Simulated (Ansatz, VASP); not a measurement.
**ScAl3P2: VASP beside Ansatz**

```
Sc Al P
1.0
     4.58133    0.00000    0.00000
     0.00000    4.58133    0.00000
     0.00000    0.00000    5.87681
Sc Al P
1 3 2
Direct
  0.00000 0.00000 0.00000
  0.50000 0.00000 0.50000
  0.00000 0.50000 0.50000
  0.00000 0.00000 0.50000
  0.50000 0.50000 0.15459
  0.50000 0.50000 0.84541
```

Alike in both runs: task single point; functional PBE; k mesh 4 × 4 × 4; occupations gaussian, width 0.1 eV; no spin polarisation.

```csv
,VASP,Ansatz
version,VASP 6.6.1,Ansatz 0.2.0
potentials or method,"VASP PAW PBE potentials, release 64 (Sc_sv, Al, P), cutoff 520 eV","scalar-relativistic, plane waves, PAW"
valence electrons in the cell,30,30
```

```csv
,VASP,Ansatz,Ansatz less VASP
gap on the k mesh at the Fermi level (eV),none,none,-
pressure (GPa),9.3,9.4,+0.14
"traceless stress, the component that is largest in VASP (GPa)",6.23,6.56,+0.328
rms of the force components (eV/Å),2.977,3.047,+0.0695
```

Atom by atom the forces differ by 0.069 eV/Å (rms over components). A gap of «none» marks a metal or a gap that the smearing closes. The functional is the same, so the differences come from potentials, cutoffs and numerics.
